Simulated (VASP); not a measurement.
# In (Fd-3m) in VASP: a series of runs

In is run at these levels: r2SCAN; tasks: single point.

Everything below comes from runs of VASP 6.6.1. Logs are shortened: lines on timing, memory, paths and dates and some standing lists are left out, and cuts for length are marked.

## Step 1: The cell of the first run

Symmetry: Fd-3m, No. 227, cubic system. Conventional cell: a = 5.792 Å, b = 5.792 Å, c = 5.792 Å, α = 90.00°, β = 90.00°, γ = 90.00°. In (site symmetry -43m) has 4 In at 2.51 Å within 3.3 Å.

This isn't the form of In at room conditions, which is tetragonal.

## Step 2: Single point, r2SCAN

POSCAR

```
In
1.0
    0.0000000000      2.8958846964      2.8958846964
    2.8958846964      0.0000000000      2.8958846964
    2.8958846964      2.8958846964      0.0000000000
In
2
Direct
    1.0000000000      1.0000000000      1.0000000000
    0.2500000000      0.2500000000      0.2500000000
```

INCAR.step1

```
PREC = Accurate ; ENCUT = 550
ISMEAR = -1 ; SIGMA = 0.05
LREAL = F ; LASPH = T
NELM = 120 ; NBANDS = 20
GGA = PE ; ALGO = Normal
EDIFF = 1E-5 ; LWAVE = T
LCHARG = F ; GGA_COMPAT = F
```

INCAR.step2

```
PREC = Accurate ; ENCUT = 550
EDIFF = 1E-6 ; ISMEAR = -1
SIGMA = 0.05 ; LREAL = F
LASPH = T ; NELM = 120
ALGO = Normal ; ISIF = 2
LWAVE = F ; LCHARG = T
METAGGA = R2SCAN ; LMIXTAU = T
LELF = T ; LVHAR = T
NBANDS = 20 ; ISTART = 1
GGA_COMPAT = F
```

KPOINTS

```
regular mesh
0
Gamma
  6 6 6
```

Potentials or basis: VASP PAW PBE potentials, release 64 (In_d).

The run is started by

```bash
cat potpaw_PBE.64/In_d/POTCAR > POTCAR
cp INCAR.step1 INCAR
mpirun -np 1 vasp_std > vasp.out
cp INCAR.step2 INCAR
mpirun -np 1 vasp_std > vasp.out
```

OUTCAR:

```text
PREC = Accurate
   ENCUT = 550
   EDIFF = 1E-6
   ISMEAR = -1
   LREAL = F
   LASPH = T
   NELM = 120
   ISIF = 2
   METAGGA = R2SCAN
   ISTART = 1

 ion  position               nearest neighbor table
   1  0.000  0.000  0.000-   2 2.51   2 2.51   2 2.51   2 2.51
   2  0.250  0.250  0.250-   1 2.51   1 2.51   1 2.51   1 2.51

  LATTYP: Found a face centered cubic cell.
 ALAT       =     5.7917693928

  Lattice vectors:

 A1 = (   0.0000000000,   2.8958846964,   2.8958846964)
 A2 = (   2.8958846964,   0.0000000000,   2.8958846964)
 A3 = (   2.8958846964,   2.8958846964,   0.0000000000)

Analysis of symmetry for initial positions (statically):
=====================================================================
 Subroutine PRICEL returns:
 Original cell was already a primitive cell.

 Routine SETGRP: Setting up the symmetry group for a
 face centered cubic supercell.

 Subroutine GETGRP returns: Found 48 space group operations
 (whereof 24 operations were pure point group operations)
 out of a pool of 48 trial point group operations.

The static configuration has the point symmetry T_d .
 The point group associated with its full space group is O_h .

Analysis of symmetry for dynamics (positions and initial velocities):
=====================================================================
 Subroutine PRICEL returns:
 Original cell was already a primitive cell.

 Routine SETGRP: Setting up the symmetry group for a
 face centered cubic supercell.

 Subroutine GETGRP returns: Found 48 space group operations
 (whereof 24 operations were pure point group operations)
 out of a pool of 48 trial point group operations.

The dynamic configuration has the point symmetry T_d .
 The point group associated with its full space group is O_h .

 Subroutine INISYM returns: Found 48 space group operations
 (whereof 24 operations are pure point group operations),
 and found     1 'primitive' translations

----------------------------------------------------------------------------------------

                                     Primitive cell

  volume of cell :      48.5706

  direct lattice vectors                    reciprocal lattice vectors
     0.000000000  2.895884696  2.895884696    -0.172658808  0.172658808  0.172658808
     2.895884696  0.000000000  2.895884696     0.172658808 -0.172658808  0.172658808
     2.895884696  2.895884696  0.000000000     0.172658808  0.172658808 -0.172658808

  length of vectors
     4.095399413  4.095399413  4.095399413     0.299053828  0.299053828  0.299053828

  position of ions in fractional coordinates (direct lattice)
     0.000000000  0.000000000  0.000000000
     0.250000000  0.250000000  0.250000000

  ion indices of the primitive-cell ions
   primitive index   ion index
                 1           1
                 2           2

----------------------------------------------------------------------------------------

 KPOINTS: regular mesh

Automatic generation of k-mesh.
 Grid dimensions read from file:
 generate k-points for:    6    6    6

 Generating k-lattice:

  Cartesian coordinates                     Fractional coordinates (reciprocal lattice)
    -0.028776468  0.028776468  0.028776468     0.166666667  0.000000000  0.000000000
     0.028776468 -0.028776468  0.028776468     0.000000000  0.166666667  0.000000000
     0.028776468  0.028776468 -0.028776468     0.000000000  0.000000000  0.166666667

  Length of vectors
     0.049842305  0.049842305  0.049842305

  Shift w.r.t. Gamma in fractional coordinates (k-lattice)
     0.000000000  0.000000000  0.000000000

 Subroutine IBZKPT returns following result:
 ===========================================

 Found     16 irreducible k-points:

 Following reciprocal coordinates:
            Coordinates               Weight
  0.000000  0.000000  0.000000      1.000000
  0.166667  0.000000  0.000000      8.000000
  0.333333  0.000000  0.000000      8.000000
  0.500000  0.000000  0.000000      4.000000
  0.166667  0.166667  0.000000      6.000000
  0.333333  0.166667  0.000000     24.000000
[... 8 lines left out ...]
 -0.333333  0.333333  0.166667     24.000000
 -0.333333  0.500000  0.166667     12.000000
   k-points           NKPTS =     16   k-points in BZ     NKDIM =     16   number of bands    NBANDS=     20
   number of dos      NEDOS =    301   number of ions     NIONS =      2
   total plane-waves  NPLWV =  32768
   dimension x,y,z NGX =    32 NGY =   32 NGZ =   32
   dimension x,y,z NGXF=    64 NGYF=   64 NGZF=   64
   ions per type =               2
   NGX,Y,Z   is equivalent  to a cutoff of  12.99, 12.99, 12.99 a.u.
   NGXF,Y,Z  is equivalent  to a cutoff of  25.98, 25.98, 25.98 a.u.
 SYSTEM =  unknown system
   PREC   = accura    normal or accurate (medium, high low for compatibility)
   ISTART =      1    job   : 0-new  1-cont  2-samecut
   ICHARG =      0    charge: 1-file 2-atom 10-const
   ISPIN  =      1    spin polarized calculation?
   LNONCOLLINEAR =      F non collinear calculations
   LSORBIT =      F    spin-orbit coupling
   LASPH  =      T    aspherical Exc in radial PAW
   ENCUT  =  550.0 eV  40.42 Ry    6.36 a.u.   7.83  7.83  7.83*2*pi/ulx,y,z
   NELM   =    120;   NELMIN=  2; NELMDL=  0     # of ELM steps
   EDIFF  = 0.1E-05   stopping-criterion for ELM
   LREAL  =      F    real-space projection
   EDIFFG = 0.1E-04   stopping-criterion for IOM
   NSW    =      0    number of steps for IOM
   IBRION =     -1    ionic relax: 0-MD 1-quasi-New 2-CG
   NFREE  =      0    steps in history (QN), initial steepest desc. (CG)
   ISIF   =      2    stress and relaxation
   ISYM   =      2    0-nonsym 1-usesym 2-fastsym
   POTIM  = 0.5000    time-step for ionic-motion
   TEBEG  =    0.0;   TEEND  =   0.0 temperature during run
   PSTRESS=    0.0 pullay stress
   NELECT =      26.0000    total number of electrons
   NUPDOWN=      -1.0000    fix difference up-down
   EMIN   =  10.00;   EMAX   =-10.00  energy-range for DOS
   EFERMI =   0.00;   METHOD = LEGACY
   ISMEAR =    -1;   SIGMA  =   0.05  broadening in eV -4-tet -1-fermi 0-gaus
   EFERMI_NEDOS =   21; number of points for ismear=-14 and -15
   IALGO  =     38    algorithm
   IMIX   =      4    mixing-type and parameters
     AMIX     =   0.40;   BMIX     =  1.00
     AMIX_MAG =   1.60;   BMIX_MAG =  1.00
  volume/ion in A,a.u.               =      24.29       163.89
  Fermi-wavevector in a.u.,A,eV,Ry     =   1.329254  2.511926 24.040359  1.766917
  Thomas-Fermi vector in A             =   2.458430
   LORBIT       =      0    0 simple, 1 ext, 2 COOP (PROOUT), +10 PAW based schemes
   METAGGA = R2SCAN    functional components
   LHFCALC =     F    Hartree Fock is set to
   AEXX    =    0.0000 exact exchange contribution
   IVDW    =     0    specifies the selected vdW correction
   LEPSILON=     F    determine dielectric tensor
   LRPA    =     F    only Hartree local field effects (RPA)
 non-spin polarized calculation
  energy-cutoff  :      550.00
  volume of cell :       48.57
 maximum number of plane-waves:      1435
   NGX = 15   NGY = 15   NGZ = 15

 number of electron      25.9999988 magnetization

 Free energy of the ion-electron system (eV)
  ---------------------------------------------------
  ext. energy  EPLUGINS =         0.00000000
  ---------------------------------------------------
  free energy    TOTEN  =       -43.04659044 eV

  energy without entropy =      -43.03715741  energy(sigma->0) =      -43.04187393

 E-fermi :   7.7416     XC(G=0): -11.1203

 val. band max:        7.7336070503   @ k =  -0.1667   0.1667   0.0000
 cond. band min:       7.8384933910   @ k =   0.5000   0.3333   0.1667
 fundamental gap:      0.1048863407
 Fermi energy:         7.7416277877

 k-point     1 :       0.0000    0.0000    0.0000
  band No.  band energies     occupation
      1      -8.2928      2.00000
      2      -8.2928      2.00000
      3      -8.2928      2.00000
      4      -8.1722      2.00000
      5      -8.1722      2.00000
      6      -7.0852      2.00000
[... 12 lines left out ...]
     19      15.8898      0.00000
     20      18.6742      0.00000

 k-point     2 :       0.1667    0.0000    0.0000
  band No.  band energies     occupation
      1      -8.3647      2.00000
      2      -8.3647      2.00000
      3      -8.2797      2.00000
      4      -8.0634      2.00000
      5      -8.0634      2.00000
      6      -7.1302      2.00000
[... 12 lines left out ...]
     19      17.1421      0.00000
     20      17.7233      0.00000

 k-point     3 :       0.3333    0.0000    0.0000
  band No.  band energies     occupation
      1      -8.4005      2.00000
      2      -8.4005      2.00000
      3      -8.2548      2.00000
      4      -7.9763      2.00000
      5      -7.9763      2.00000
      6      -7.2203      2.00000
[... 12 lines left out ...]
     19      18.8437      0.00000
     20      18.8437      0.00000

 k-point     4 :       0.5000    0.0000    0.0000
  band No.  band energies     occupation
      1      -8.3984      2.00000
      2      -8.3984      2.00000
      3      -8.2428      2.00000
      4      -7.9672      2.00000
      5      -7.9672      2.00000
      6      -7.2658      2.00000
[... 12 lines left out ...]
     19      20.7971      0.00000
     20      20.7972      0.00000

 k-point     5 :       0.1667    0.1667    0.0000
  band No.  band energies     occupation
      1      -8.3930      2.00000
      2      -8.3300      2.00000
      3      -8.3300      2.00000
      4      -8.0806      2.00000
      5      -7.9450      2.00000
      6      -7.3574      2.00000
[... 12 lines left out ...]
     19      17.9978      0.00000
     20      18.2431      0.00000
[... 169 lines left out ...]
      6      -7.4918      2.00000
[... 12 lines left out ...]
     19      23.0423      0.00000
     20      23.0423      0.00000

 k-point    14 :       0.5000    0.3333    0.1667
  band No.  band energies     occupation
      1      -8.4828      2.00000
      2      -8.4783      2.00000
      3      -8.1506      2.00000
      4      -7.8613      2.00000
      5      -7.6538      2.00000
      6      -7.6468      2.00000
[... 12 lines left out ...]
     19      20.0098      0.00000
     20      20.8004      0.00000

 k-point    15 :      -0.3333    0.3333    0.1667
  band No.  band energies     occupation
      1      -8.5381      2.00000
      2      -8.4849      2.00000
      3      -8.0534      2.00000
      4      -7.7763      2.00000
      5      -7.6390      2.00000
      6      -7.6245      2.00000
[... 12 lines left out ...]
     19      19.5786      0.00000
     20      21.1434      0.00000

 k-point    16 :      -0.3333    0.5000    0.1667
  band No.  band energies     occupation
      1      -8.5113      2.00000
      2      -8.5113      2.00000
      3      -7.9703      2.00000
      4      -7.9703      2.00000
      5      -7.5357      2.00000
      6      -7.5357      2.00000
[... 12 lines left out ...]
     19      23.1051      0.00000
     20      23.1051      0.00000

------------------------ aborting loop because EDIFF is reached ----------------------------------------

  FORCE on cell =-STRESS in cart. coord.  units (eV):
  Direction    XX          YY          ZZ          XY          YZ          ZX
  --------------------------------------------------------------------------------------
  -------------------------------------------------------------------------------------
  Total        9.2102967      9.2102967      9.2102967      0.0000000      0.0000000      0.0000000
  in kB      303.8158380    303.8158380    303.8158380      0.0000000      0.0000000      0.0000000
  external PRESSURE =     303.8158380 kB  Pullay stress =       0.0000000 kB

 VOLUME and BASIS-vectors are now :
 -----------------------------------------------------------------------------
  energy-cutoff  :      550.00
  volume of cell :       48.57
      direct lattice vectors                 reciprocal lattice vectors
     0.000000000  2.895884696  2.895884696    -0.172658808  0.172658808  0.172658808
     2.895884696  0.000000000  2.895884696     0.172658808 -0.172658808  0.172658808
     2.895884696  2.895884696  0.000000000     0.172658808  0.172658808 -0.172658808

 POSITION                                       TOTAL-FORCE (eV/Angst)
 -----------------------------------------------------------------------------------
      0.00000      0.00000      0.00000         0.000000      0.000000     -0.000000
      1.44794      1.44794      1.44794        -0.000000     -0.000000      0.000000
 -----------------------------------------------------------------------------------
    total drift:                               -0.000000      0.000000      0.000000

  FREE ENERGIE OF THE ION-ELECTRON SYSTEM (eV)
  ---------------------------------------------------
  free  energy   TOTEN  =       -43.0465904416 eV

  energy  without entropy=      -43.0371574085  energy(sigma->0) =      -43.04187393
```

Wall time 41 s (1 thread of AMD EPYC 9R45 (Zen 5), shared host); peak memory 0.15 GiB.

Results:

```
Free energy            : -43.0466 eV
Pressure               : 30.4 GPa
Band gap on the k mesh : zero (bands 13 and 14 overlap by 5.88 eV)
```

Caveat: the cell stands under pressure; the PAW data sets were made with another functional, which shifts forces and pressure a little; spin-orbit coupling is left out, which moves the levels of the heavy elements.

(Continued in part 2 of 2.)

The gap in the log of VASP goes by the Fermi energy; the results here count the filled bands.